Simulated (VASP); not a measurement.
The system is PrScO.

```
Pr Sc O
1.0
    -2.69816    2.70590    3.86611
     2.69816   -2.70590    3.86611
     2.69816    2.70590   -3.86611
Pr Sc O
2 2 2
Direct
  0.50000 0.00000 0.50000
  0.00000 0.00000 0.00000
  0.37697 0.62697 0.75000
  0.62303 0.37303 0.25000
  0.00000 0.00000 0.50000
  0.00000 0.50000 0.00000
```

The cell was generated, and may not be a known phase.

```yaml
Program: VASP 6.6.1
Task: relaxation of cell and atoms
Functional: PBE
Potentials_or_basis: VASP PAW PBE potentials, release 64 (Pr_3, Sc_sv, O), 4f in core
Cutoff: 600 eV
k_mesh: 4 × 4 × 4
Occupations: gaussian, width 0.2 eV
Spin: no spin polarisation
```

At the start: pressure 3.9 GPa; volume 18.82 Å³/atom.

Task: How do energy, volume and symmetry change on relaxing?

Result: Over 18 steps the energy falls by 1489.7 meV/atom and the volume is 20.04 Å³/atom (+6.5 %); space group Imma (No. 74, to 0.1 Å) before and after.

Step by step:
```
step  energy change (eV)  largest force (eV/Å)  pressure (GPa)  volume (Å³)
   1              0.0000                0.0043            3.87       112.90
   2             -1.1974                1.2119           -0.54       119.90
   3             -2.5938                4.4208           -6.28       133.25
   4             -2.5527                3.5565           -5.37       130.36
   5             -3.2787                4.1654           -6.19       130.52
   6             -4.6339                4.9605           -7.59       128.20
   7             -6.1474                4.1970           -6.29       122.63
   8             -7.0257                0.4124            7.65       110.11
   9             -7.2301                2.2295           -0.66       115.18
  10             -7.2784                1.6148            1.23       113.74
  11             -7.8976                1.3086            1.02       114.67
  12             -8.7873                0.4634            1.66       116.25
  13             -8.7917                0.3992            1.83       116.31
  14             -8.8747                0.5618           -0.15       118.99
  15             -8.8968                0.6808           -1.68       121.32
  16             -8.9362                0.1494            0.00       120.11
  17             -8.9365                0.0993            0.16       120.00
  18             -8.9380                0.0396            0.14       120.27
```

Final structure:
```xyz
6
Lattice="-2.8792 3.6746 2.8419 2.8792 -3.6746 2.8419 2.8792 3.6746 -2.8419" Properties=species:S:1:pos:R:3 pbc="T T T"
Pr    2.8792    0.0000    2.8419
Pr    0.0000    0.0000    5.6837
Sc    2.8792    1.8373    0.0223
Sc    0.0000    1.8373    2.8195
O     1.4396    1.8373    4.2628
O    -1.4396    1.8373    4.2628
```

Caveat: the run has no spin polarisation, though such a crystal can be magnetic; the relaxation stopped at a loose force limit of 0.08 eV/Å, so its end isn't a converged minimum.
